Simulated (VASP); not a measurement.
The system is Ru.

```
Ru
1.0
     0.00000    1.91500    1.91500
     1.91500    0.00000    1.91500
     1.91500    1.91500    0.00000
Ru
1
Direct
  0.00000 0.00000 0.00000
```

| Quantity | Value |
| --- | --- |
| Program | VASP 6.6.1 |
| Task | relaxation of cell and atoms |
| Functional | PBE |
| Potentials or basis | VASP PAW PBE potentials, release 64 (Ru_pv) |
| Cutoff | 600 eV |
| k mesh | 18 × 18 × 18 |
| Occupations | gaussian, width 0.1 eV |
| Spin | no spin polarisation |

At the start: pressure -4.7 GPa; volume 14.05 Å³/atom.

Where does the relaxation end?

Over 4 steps the energy falls by 3.3 meV/atom and the volume is 13.82 Å³/atom (-1.6 %); space group Fm-3m (No. 225, to 0.05 Å).

The path:
| step | energy change (eV) | largest force (eV/Å) | pressure (GPa) | volume (Å³) |
| --- | --- | --- | --- | --- |
| 1 | 0.0000 | 0.0000 | -4.71 | 14.05 |
| 2 | 0.0240 | 0.0000 | 15.31 | 13.22 |
| 3 | -0.0033 | 0.0000 | -0.09 | 13.83 |
| 4 | -0.0033 | 0.0000 | 0.01 | 13.82 |

Final structure:
```
Ru
1.0
     0.00000    1.90478    1.90478
     1.90478    0.00000    1.90478
     1.90478    1.90478    0.00000
Ru
1
Direct
  0.00000 0.00000 0.00000
```
